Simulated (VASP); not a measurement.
# TaN (Fm-3m) in VASP: notebook

Runs on TaN. Level: r2SCAN+U. Tasks: single point.

Program: VASP 6.6.1. These are calculated values, not measurements. Logs are shortened: lines on timing, memory, paths and dates and some standing lists are left out, and cuts for length are marked.

### 1 The cell of the first run

Symmetry: Fm-3m, No. 225, cubic system. The conventional cell has a = 4.423 Å, b = 4.423 Å, c = 4.423 Å, α = 90.00°, β = 90.00°, γ = 90.00°. Ta (site symmetry m-3m) has 6 N at 2.21 Å within 2.9 Å. Within 2.9 Å of N (site symmetry m-3m) lie 6 Ta at 2.21 Å.

### 2 Single point, r2SCAN+U

File POSCAR:

```
TaN
1.0
    0.0000000000      2.2113230000      2.2113230000
    2.2113230000      0.0000000000      2.2113230000
    2.2113230000      2.2113230000      0.0000000000
Ta N
1 1
Direct
    0.5000000000      0.5000000000      0.5000000000
    0.0000000000      0.0000000000      0.0000000000
```

File INCAR.step1:

```
SYSTEM = TaN
PREC = Accurate ; ENCUT = 520
ISMEAR = -1 ; SIGMA = 0.05
LREAL = .False. ; LASPH = .True.
NELM = 150 ; LMAXMIX = 4
LDAU = .True. ; LDAUTYPE = 2
LDAUL = 2 -1 ; LDAUU = 4 0
LDAUJ = 0 0 ; NBANDS = 15
GGA = PE ; ALGO = Normal
EDIFF = 1E-4 ; LWAVE = .True.
LCHARG = .False.
```

File INCAR.step2:

```
SYSTEM = TaN
PREC = Accurate ; ENCUT = 520
EDIFF = 1E-6 ; ISMEAR = -1
SIGMA = 0.05 ; LREAL = .False.
LASPH = .True. ; NELM = 150
ALGO = Normal ; ISIF = 2
LWAVE = .False. ; LCHARG = .False.
LMAXMIX = 4 ; LDAU = .True.
LDAUTYPE = 2 ; LDAUL = 2 -1
LDAUU = 4 0 ; LDAUJ = 0 0
LDAUPRINT = 1 ; METAGGA = R2SCAN
LMIXTAU = .True. ; NBANDS = 15
ISTART = 1
```

File KPOINTS:

```
Automatic mesh
0
Gamma
  10 10 10
  0 0 0
```

Potentials or basis: VASP PAW PBE potentials, release 64 (Ta_pv, N).

Launch:

```console
cat potpaw_PBE.64/Ta_pv/POTCAR potpaw_PBE.64/N/POTCAR > POTCAR
cp INCAR.step1 INCAR
mpirun -np 1 vasp_std > vasp.out
cp INCAR.step2 INCAR
mpirun -np 1 vasp_std > vasp.out
```

OUTCAR:

```text
SYSTEM = TaN
   PREC = Accurate
   ENCUT = 520
   EDIFF = 1E-6
   ISMEAR = -1
   LREAL = .False.
   LASPH = .True.
   NELM = 150
   ISIF = 2
   METAGGA = R2SCAN
   ISTART = 1

 ion  position               nearest neighbor table
   1  0.500  0.500  0.500-   2 2.21   2 2.21   2 2.21   2 2.21   2 2.21   2 2.21
   2  0.000  0.000  0.000-   1 2.21   1 2.21   1 2.21   1 2.21   1 2.21   1 2.21

  LATTYP: Found a face centered cubic cell.
 ALAT       =     4.4226460000

  Lattice vectors:

 A1 = (   0.0000000000,   2.2113230000,   2.2113230000)
 A2 = (   2.2113230000,   0.0000000000,   2.2113230000)
 A3 = (   2.2113230000,   2.2113230000,   0.0000000000)

Analysis of symmetry for initial positions (statically):
=====================================================================
 Subroutine PRICEL returns:
 Original cell was already a primitive cell.

 Routine SETGRP: Setting up the symmetry group for a
 face centered cubic supercell.

 Subroutine GETGRP returns: Found 48 space group operations
 (whereof 48 operations were pure point group operations)
 out of a pool of 48 trial point group operations.

The static configuration has the point symmetry O_h .

Analysis of symmetry for dynamics (positions and initial velocities):
=====================================================================
 Subroutine PRICEL returns:
 Original cell was already a primitive cell.

 Routine SETGRP: Setting up the symmetry group for a
 face centered cubic supercell.

 Subroutine GETGRP returns: Found 48 space group operations
 (whereof 48 operations were pure point group operations)
 out of a pool of 48 trial point group operations.

The dynamic configuration has the point symmetry O_h .

 Subroutine INISYM returns: Found 48 space group operations
 (whereof 48 operations are pure point group operations),
 and found     1 'primitive' translations

----------------------------------------------------------------------------------------

                                     Primitive cell

  volume of cell :      21.6265

  direct lattice vectors                    reciprocal lattice vectors
     0.000000000  2.211323000  2.211323000    -0.226108985  0.226108985  0.226108985
     2.211323000  0.000000000  2.211323000     0.226108985 -0.226108985  0.226108985
     2.211323000  2.211323000  0.000000000     0.226108985  0.226108985 -0.226108985

  length of vectors
     3.127282977  3.127282977  3.127282977     0.391632251  0.391632251  0.391632251

  position of ions in fractional coordinates (direct lattice)
     0.500000000  0.500000000  0.500000000
     0.000000000  0.000000000  0.000000000

  ion indices of the primitive-cell ions
   primitive index   ion index
                 1           1
                 2           2

----------------------------------------------------------------------------------------

 KPOINTS: Automatic mesh

Automatic generation of k-mesh.
 Grid dimensions read from file:
 generate k-points for:   10   10   10

 Generating k-lattice:

  Cartesian coordinates                     Fractional coordinates (reciprocal lattice)
    -0.022610899  0.022610899  0.022610899     0.100000000  0.000000000  0.000000000
     0.022610899 -0.022610899  0.022610899     0.000000000  0.100000000  0.000000000
     0.022610899  0.022610899 -0.022610899     0.000000000  0.000000000  0.100000000

  Length of vectors
     0.039163225  0.039163225  0.039163225

  Shift w.r.t. Gamma in fractional coordinates (k-lattice)
     0.000000000  0.000000000  0.000000000
[... 46 lines left out ...]
   LNONCOLLINEAR =      F non collinear calculations
   LSORBIT =      F    spin-orbit coupling
   LASPH  =      T    aspherical Exc in radial PAW
   ENCUT  =  520.0 eV  38.22 Ry    6.18 a.u.   5.81  5.81  5.81*2*pi/ulx,y,z
   NELM   =    150;   NELMIN=  2; NELMDL=  0     # of ELM steps
   EDIFF  = 0.1E-05   stopping-criterion for ELM
   LREAL  =      F    real-space projection
   EDIFFG = 0.1E-04   stopping-criterion for IOM
   NSW    =      0    number of steps for IOM
   IBRION =     -1    ionic relax: 0-MD 1-quasi-New 2-CG
   NFREE  =      0    steps in history (QN), initial steepest desc. (CG)
   ISIF   =      2    stress and relaxation
   ISYM   =      2    0-nonsym 1-usesym 2-fastsym
   POTIM  = 0.5000    time-step for ionic-motion
   TEBEG  =    0.0;   TEEND  =   0.0 temperature during run
   PSTRESS=    0.0 pullay stress
   NELECT =      16.0000    total number of electrons
   NUPDOWN=      -1.0000    fix difference up-down
   EMIN   =  10.00;   EMAX   =-10.00  energy-range for DOS
   EFERMI =   0.00;   METHOD = LEGACY
   ISMEAR =    -1;   SIGMA  =   0.05  broadening in eV -4-tet -1-fermi 0-gaus
   EFERMI_NEDOS =   21; number of points for ismear=-14 and -15
   IALGO  =     38    algorithm
   IMIX   =      4    mixing-type and parameters
     AMIX     =   0.40;   BMIX     =  1.00
     AMIX_MAG =   1.60;   BMIX_MAG =  1.00
  volume/ion in A,a.u.               =      10.81        72.97
  Fermi-wavevector in a.u.,A,eV,Ry     =   1.480651  2.798024 29.828417  2.192327
  Thomas-Fermi vector in A             =   2.594659
   LORBIT       =      0    0 simple, 1 ext, 2 COOP (PROOUT), +10 PAW based schemes
 LDA+U is selected, type is set to LDAUTYPE =  2
   angular momentum for each species LDAUL =     2   -1
   U (eV)           for each species LDAUU =   4.0  0.0
   J (eV)           for each species LDAUJ =   0.0  0.0
   METAGGA = R2SCAN    functional components
   LHFCALC =     F    Hartree Fock is set to
   AEXX    =    0.0000 exact exchange contribution
   IVDW    =     0    specifies the selected vdW correction
   LEPSILON=     F    determine dielectric tensor
   LRPA    =     F    only Hartree local field effects (RPA)
 non-spin polarized calculation
  energy-cutoff  :      520.00
  volume of cell :       21.63
 maximum number of plane-waves:       592
   NGX = 11   NGY = 11   NGZ = 11

atom =   1  type =  1  l = 2

 onsite density matrix

spin component  1

  0.2630  0.0000 -0.0000 -0.0000  0.0000
  0.0000  0.2630 -0.0000 -0.0000  0.0000
 -0.0000 -0.0000  0.1895 -0.0000 -0.0000
 -0.0000 -0.0000 -0.0000  0.2630  0.0000
  0.0000  0.0000 -0.0000  0.0000  0.1895

spin component  2

  0.2630  0.0000 -0.0000 -0.0000  0.0000
  0.0000  0.2630 -0.0000 -0.0000  0.0000
 -0.0000 -0.0000  0.1895 -0.0000 -0.0000
 -0.0000 -0.0000 -0.0000  0.2630  0.0000
  0.0000  0.0000 -0.0000  0.0000  0.1895

 occupancies and eigenvectors

  o =  0.1895  v =  0.0000  0.0000 -0.0004  0.0000  1.0000  0.0000  0.0000  0.0000  0.0000  0.0000      0.0000  0.0000  0.0000  0.0000  0.0000  0.0000  0.0000  0.0000  0.0000  0.0000
  o =  0.1895  v =  0.0000  0.0000  0.0000  0.0000  0.0000  0.0000  0.0000 -0.0004  0.0000  1.0000      0.0000  0.0000  0.0000  0.0000  0.0000  0.0000  0.0000  0.0000  0.0000  0.0000
  o =  0.1895  v =  0.0000 -0.0000 -1.0000 -0.0000 -0.0004  0.0000  0.0000  0.0000  0.0000  0.0000      0.0000  0.0000  0.0000  0.0000  0.0000  0.0000  0.0000  0.0000  0.0000  0.0000
  o =  0.1895  v =  0.0000  0.0000  0.0000  0.0000  0.0000  0.0000 -0.0000 -1.0000 -0.0000 -0.0004      0.0000  0.0000  0.0000  0.0000  0.0000  0.0000  0.0000  0.0000  0.0000  0.0000
  o =  0.2630  v =  1.0000  0.0000  0.0000  0.0000  0.0000  0.0000  0.0000  0.0000  0.0000  0.0000      0.0000  0.0000  0.0000  0.0000  0.0000  0.0000  0.0000  0.0000  0.0000  0.0000
  o =  0.2630  v =  0.0000  0.0000  0.0000  0.0000  0.0000  1.0000  0.0000  0.0000  0.0000  0.0000      0.0000  0.0000  0.0000  0.0000  0.0000  0.0000  0.0000  0.0000  0.0000  0.0000
  o =  0.2630  v =  0.0000  0.0000  0.0000  0.0000  0.0000  0.0000 -0.6492  0.0000  0.7607  0.0000      0.0000  0.0000  0.0000  0.0000  0.0000  0.0000  0.0000  0.0000  0.0000  0.0000
  o =  0.2630  v =  0.0000 -0.6492  0.0000  0.7607  0.0000  0.0000  0.0000  0.0000  0.0000  0.0000      0.0000  0.0000  0.0000  0.0000  0.0000  0.0000  0.0000  0.0000  0.0000  0.0000
  o =  0.2630  v =  0.0000  0.0000  0.0000  0.0000  0.0000  0.0000 -0.7607  0.0000 -0.6492  0.0000      0.0000  0.0000  0.0000  0.0000  0.0000  0.0000  0.0000  0.0000  0.0000  0.0000
  o =  0.2630  v =  0.0000 -0.7607  0.0000 -0.6492  0.0000  0.0000  0.0000  0.0000  0.0000  0.0000      0.0000  0.0000  0.0000  0.0000  0.0000  0.0000  0.0000  0.0000  0.0000  0.0000

 number of electron      16.0000003 magnetization

 Free energy of the ion-electron system (eV)
  ---------------------------------------------------
  ext. energy  EPLUGINS =         0.00000000
  ---------------------------------------------------
  free energy    TOTEN  =       -56.00438308 eV

  energy without entropy =      -56.00009950  energy(sigma->0) =      -56.00224129

 E-fermi :   9.9390     XC(G=0): -14.3846

 val. band max:        9.7947359038   @ k =  -0.3000   0.4000   0.2000
 cond. band min:       9.9748981251   @ k =  -0.3000   0.3000   0.1000
 fundamental gap:      0.1801622214
 Fermi energy:         9.9389833282

 k-point     1 :       0.0000    0.0000    0.0000
  band No.  band energies     occupation
      1     -28.1206      2.00000
      2     -28.1206      2.00000
      3     -28.1206      2.00000
      4     -10.2730      2.00000
      5       5.5766      2.00000
      6       5.5766      2.00000
      7       5.5766      2.00000
      8       7.8729      2.00000
      9       7.8729      2.00000
     10       7.8729      2.00000
     11      10.4463      0.00008
     12      10.4463      0.00008
     13      11.1049      0.00000
     14      18.3338      0.00000
[... 401 lines left out ...]
      2     -28.3458      2.00000
      3     -28.3219      2.00000
      4      -8.6204      2.00000
      5       1.3536      2.00000
      6       3.6044      2.00000
      7       4.2056      2.00000
      8       5.8727      2.00000
      9      12.4972      0.00000
     10      12.9201      0.00000
     11      13.0315      0.00000
     12      13.8533      0.00000
     13      18.2981      0.00000
     14      18.5952      0.00000
     15      20.5914      0.00000

 [... further k-points ...]

------------------------ aborting loop because EDIFF is reached ----------------------------------------

  FORCE on cell =-STRESS in cart. coord.  units (eV):
  Direction    XX          YY          ZZ          XY          YZ          ZX
  --------------------------------------------------------------------------------------
  -------------------------------------------------------------------------------------
  Total        1.0065351      1.0065351      1.0065351      0.0000000     -0.0000000      0.0000000
  in kB       74.5680837     74.5680837     74.5680837      0.0000000     -0.0000000      0.0000000
  external PRESSURE =      74.5680837 kB  Pullay stress =       0.0000000 kB

 VOLUME and BASIS-vectors are now :
 -----------------------------------------------------------------------------
  energy-cutoff  :      520.00
  volume of cell :       21.63
      direct lattice vectors                 reciprocal lattice vectors
     0.000000000  2.211323000  2.211323000    -0.226108985  0.226108985  0.226108985
     2.211323000  0.000000000  2.211323000     0.226108985 -0.226108985  0.226108985
     2.211323000  2.211323000  0.000000000     0.226108985  0.226108985 -0.226108985

 POSITION                                       TOTAL-FORCE (eV/Angst)
 -----------------------------------------------------------------------------------
      2.21132      2.21132      2.21132        -0.000000     -0.000000     -0.000000
      0.00000      0.00000      0.00000         0.000000      0.000000      0.000000
 -----------------------------------------------------------------------------------
    total drift:                                0.000000     -0.000000     -0.000000

  FREE ENERGIE OF THE ION-ELECTRON SYSTEM (eV)
  ---------------------------------------------------
  free  energy   TOTEN  =       -56.0043830796 eV

  energy  without entropy=      -56.0000994954  energy(sigma->0) =      -56.00224129
```

It took 26 s on 1 thread of Intel Xeon 6975P-C, shared host; peak memory 0.15 GiB.

What came out:

```yaml
Free_energy: -56.0044 eV
Pressure: 7.5 GPa
Band_gap_on_the_k_mesh: zero (band 8 reaches 11.93 eV, above the bottom of band 9 at 7.87 eV)
```

Eigenvalues of the final occupation matrices:
| site | spin | trace | eigenvalues |
| --- | --- | --- | --- |
| site 1 d | 1 | 1.17 | 0.19 0.19 0.26 0.26 0.26 |
| site 1 d | 2 | 1.17 | 0.19 0.19 0.26 0.26 0.26 |

Caveat: the PAW data sets were made with another functional, which shifts forces and pressure a little; spin-orbit coupling is left out, which moves the levels of the heavy elements; U without spin polarisation on a metal has little footing.

### 3 Single point, r2SCAN+U

POSCAR is that of step 2.

File INCAR.step1:

```
SYSTEM = TaN
PREC     = Accurate       ! precision mode
ENCUT    = 520            ! plane-wave cutoff, eV
ISMEAR   = -1             ! smearing method
SIGMA    = 0.05           ! smearing width, eV
LREAL    = .False.        ! projectors in reciprocal space
LASPH    = .True.         ! aspherical terms in the spheres
NELM     = 150            ! most SCF steps
LMAXMIX  = 4              ! l up to which the mixer works
LDAU     = .True.         ! DFT+U
LDAUTYPE = 2            
LDAUL    = 2 -1           ! shell
LDAUU    = 5 0            ! U, eV
LDAUJ    = 0 0          
NBANDS   = 15             ! bands
GGA      = PE             ! functional
ALGO     = Normal         ! electronic algorithm
EDIFF    = 1E-4           ! SCF threshold, eV
LWAVE    = .True.         ! write WAVECAR
LCHARG   = .False.        ! write CHGCAR
```

File INCAR.step2:

```
SYSTEM = TaN
PREC     = Accurate       ! precision mode
ENCUT    = 520            ! plane-wave cutoff, eV
EDIFF    = 1E-6           ! SCF threshold, eV
ISMEAR   = -1             ! smearing method
SIGMA    = 0.05           ! smearing width, eV
LREAL    = .False.        ! projectors in reciprocal space
LASPH    = .True.         ! aspherical terms in the spheres
NELM     = 150            ! most SCF steps
ALGO     = Normal         ! electronic algorithm
ISIF     = 2              ! what is computed and relaxed
LWAVE    = .False.        ! write WAVECAR
LCHARG   = .True.         ! write CHGCAR
LMAXMIX  = 4              ! l up to which the mixer works
LDAU     = .True.         ! DFT+U
LDAUTYPE = 2            
LDAUL    = 2 -1           ! shell
LDAUU    = 5 0            ! U, eV
LDAUJ    = 0 0          
LDAUPRINT= 1            
METAGGA  = R2SCAN         ! meta-GGA
LMIXTAU  = .True.       
LELF     = .True.         ! ELF
LVHAR    = .True.       
NBANDS   = 15             ! bands
ISTART   = 1
```

KPOINTS is that of step 2.

Potentials or basis: VASP PAW PBE potentials, release 64 (Ta_pv, N).

Launch:

```console
cat potpaw_PBE.64/Ta_pv/POTCAR potpaw_PBE.64/N/POTCAR > POTCAR
cp INCAR.step1 INCAR
mpirun -np 1 vasp_std > vasp.out
cp INCAR.step2 INCAR
mpirun -np 1 vasp_std > vasp.out
```

Run time: 22 s. Hardware: 1 thread of Intel Xeon 6975P-C, shared host; peak memory 0.15 GiB.

Results (log left out):

| Property | Result |
| --- | --- |
| Free energy | -55.1208 eV |
| Pressure | 10.6 GPa |
| Band gap on the k mesh | zero (band 8 reaches 12.06 eV, above the bottom of band 9 at 8.02 eV) |

Levels at points of the mesh, in eV from the Fermi level:
| k point | band 5 | band 6 | band 7 | band 8 | band 9 | band 10 | band 11 | band 12 |
| --- | --- | --- | --- | --- | --- | --- | --- | --- |
| (0.00, 0.00, 0.00) | -4.43 | -4.43 | -4.43 | -2.04 | -2.04 | -2.04 | 0.62 | 0.62 |
| (0.50, 0.00, 0.00) | -11.07 | -7.85 | -7.85 | 1.99 | 2.03 | 2.03 | 3.32 | 7.95 |
| (0.50, 0.50, 0.00) | -7.57 | -5.56 | -5.35 | -5.35 | 2.71 | 3.65 | 3.65 | 4.76 |

Eigenvalues of the final occupation matrices:
| site | spin | trace | eigenvalues |
| --- | --- | --- | --- |
| site 1 d | 1 | 1.15 | 0.18 0.18 0.26 0.26 0.26 |
| site 1 d | 2 | 1.15 | 0.18 0.18 0.26 0.26 0.26 |

Caveat: the PAW data sets were made with another functional, which shifts forces and pressure a little; spin-orbit coupling is left out, which moves the levels of the heavy elements; U without spin polarisation on a metal has little footing.

[end of part 1 of 2]
